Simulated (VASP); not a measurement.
A run of VASP 6.6.1:

The input INCAR:

```
PREC     = Accurate       # precision mode
ENCUT    = 600            # plane-wave cutoff, eV
EDIFF    = 1E-6           # SCF threshold, eV
ISMEAR   = 0              # smearing method
SIGMA    = 0.1            # smearing width, eV
LREAL    = F              # projectors in reciprocal space
LASPH    = T              # aspherical terms in the spheres
NELM     = 60             # most SCF steps
ALGO     = Normal         # electronic algorithm
ISIF     = 3              # what is computed and relaxed
LWAVE    = F              # write WAVECAR
LCHARG   = F              # write CHGCAR
GGA      = PE             # functional
IBRION   = 2              # ionic algorithm
NSW      = 100            # ionic steps
EDIFFG   = -0.01          # ionic threshold
```

KPOINTS

```
Automatic mesh
0
Gamma
  6 6 6
```

File POSCAR:

```
Te2I3
1.0
    5.9728343217      0.0000000000      0.0000000000
    0.0000000000      5.9728343217      0.0000000000
    0.0000000000      0.0000000000      5.9728343217
Te I
2 3
Direct
    0.5000000000      0.5000000000      0.5000000000
    0.0000000000      0.0000000000      0.0000000000
    0.5000000000      0.0000000000      0.0000000000
    0.0000000000      0.5000000000      0.0000000000
    0.0000000000      0.0000000000      0.5000000000
```

Potentials or basis: VASP PAW PBE potentials, release 64 (Te, I).

Run with:

```console
$ cat potpaw_PBE.64/Te/POTCAR potpaw_PBE.64/I/POTCAR > POTCAR
$ mpirun -np 1 vasp_std > vasp.out
```

Hardware: 1 thread of Intel(R) Xeon(R) Platinum 8488C (Sapphire Rapids), on a shared host.

Question: How long does it take, and how much memory?

Answer: Wall time 2.7 min on 1 thread of Intel(R) Xeon(R) Platinum 8488C (Sapphire Rapids), on a shared host, peak memory 0.38 GiB. Counts: scf iterations 23, k points 20, ion steps 2.
